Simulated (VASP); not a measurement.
Input of a VASP 6.6.1 run:

File INCAR:

```
SYSTEM = SiC18
PREC = Accurate ; ENCUT = 520
EDIFF = 1E-7 ; ISMEAR = -1
SIGMA = 0.02 ; LREAL = Auto
LASPH = .True. ; NELM = 150
ALGO = Normal ; ISIF = 2
LWAVE = .False. ; LCHARG = .False.
ISPIN = 2 ; MAGMOM = 0 0 0 0 0 0 0 0 0 0 0 0 0 0 0 0 0 0 0.22
LORBIT = 11 ; GGA = PE
NBANDS = 57
```

The input KPOINTS:

```
regular mesh
0
Gamma
  2 2 1
  0 0 0
```

File POSCAR:

```
SiC18
1.0
    7.3980000000      0.0000000000      0.0000000000
   -3.6990000000      6.4068560000      0.0000000000
    0.0000000000      0.0000000000     11.0000000000
C Si
18 1
Direct
    0.0064740247      0.0053500500      0.0868510909
    0.2276104680      0.1135369673      0.0860659091
    0.0047777496      0.3350699626      0.0882183636
    0.2268259687      0.4460290664      0.0911055455
    0.0046173847      0.6670138989      0.0971657273
    0.2284248759      0.7801857885      0.0940378182
    0.3378294500      0.0013777428      0.0882119091
    0.5596226336      0.1116542966      0.0856559091
    0.3378948878      0.3350741768      0.0882347273
    0.5591135003      0.4433748784      0.0896772727
    0.3381982405      0.6687768540      0.0938839091
    0.5593830981      0.7801876615      0.0940963636
    0.6711402331      0.0013710313      0.0882490909
    0.8935264565      0.1135308800      0.0860907273
    0.6702430489      0.3328972900      0.0851225455
    0.8918776339      0.4433689473      0.0896319091
    0.6700152969      0.6670224834      0.0972610000
    0.8947710101      0.7819175271      0.0907334545
    0.8610839658      0.7140338412      0.2751615455
```

Potentials or basis: VASP PAW PBE potentials, release 64 (C, Si).

The run is started by

```console
$ cat potpaw_PBE.64/C/POTCAR potpaw_PBE.64/Si/POTCAR > POTCAR
$ mpirun -np 1 vasp_std > vasp.out
```

Estimate the site moments.

C -0.01, +0.02, +0.03, +0.01, +0.00, -0.00 (each value once); Si +0.27 μB.

What does it give for the net moment?

1.00 μB per cell.

Forces in eV/Å, atoms in the order of the input:
```
C    0.000  0.005 -0.004
C   -0.003 -0.008  0.000
C    0.005  0.000 -0.002
C   -0.002  0.004 -0.001
C    0.004  0.000  0.008
C   -0.002 -0.003  0.000
C    0.003 -0.005  0.003
C    0.005 -0.001 -0.002
C    0.005  0.007 -0.001
C    0.000  0.010 -0.002
C    0.007  0.000 -0.007
C   -0.001 -0.003  0.002
C   -0.002 -0.004  0.001
C   -0.007 -0.003 -0.005
C    0.008  0.004  0.001
C   -0.004  0.000 -0.001
C   -0.009 -0.005  0.004
C   -0.012  0.003  0.010
Si   0.002 -0.001 -0.005
```

Caveat: the k points lie up to 0.49 Å⁻¹ apart; there is no dipole correction, which matters where the two faces differ.
